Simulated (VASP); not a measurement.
Wanted: the native input for a VASP 6.6.1 run.

```
Task                   : single point
Functional             : PBE
Potentials or basis    : VASP PAW PBE potentials, release 64 (Sn_d, O)
Cutoff                 : 520 eV
k mesh                 : 7 × 7 × 7
Occupations            : fermi-dirac, width 0.05 eV
Spin                   : no spin polarisation
Dipole correction      : no
Further INCAR settings : ALGO = Normal; EDIFF = 1e-06; NBANDS = 35
```

The structure of SnO2 lies in POSCAR:

```
SnO2
1.0
   -2.0261360901      2.0261360901      5.1813267788
    2.0261360901     -2.0261360901      5.1813267788
    2.0261360901      2.0261360901     -5.1813267788
Sn O
2 4
Direct
    0.0000000000      0.0000000000      0.0000000000
    0.7500000000      0.2500000000      0.5000000000
    0.5475887252      0.0475887252      0.5000000000
    0.2024112748      0.2024112748      0.0000000000
    0.9524112748      0.4524112748      0.5000000000
    0.7975887252      0.7975887252      0.0000000000
```

One way to write it, as run:

INCAR

```
PREC = Accurate
ENCUT = 520
EDIFF = 1E-6
ISMEAR = -1
SIGMA = 0.05
LREAL = False
LASPH = True
NELM = 60
ALGO = Normal
ISIF = 2
LWAVE = False
LCHARG = False
GGA = PE
NBANDS = 35
```

KPOINTS

```
Automatic mesh
0
Gamma
  7 7 7
```

Potentials or basis: VASP PAW PBE potentials, release 64 (Sn_d, O).

Command:

```console
$ cat potpaw_PBE.64/Sn_d/POTCAR potpaw_PBE.64/O/POTCAR > POTCAR
$ mpirun -np 1 vasp_std > vasp.out
```

It gave:

```yaml
Pressure: 0.6 GPa
Largest_force: 0.025 eV/Å
Band_gap_on_the_k_mesh: 1.31 eV, indirect (least direct gap 1.64 eV)
```

Caveat: spin-orbit coupling is left out, which moves the levels of the heavy elements.

It took 86 s on 1 thread of Intel(R) Xeon(R) 6975P-C (Granite Rapids) (shared host), peak memory 0.36 GiB.
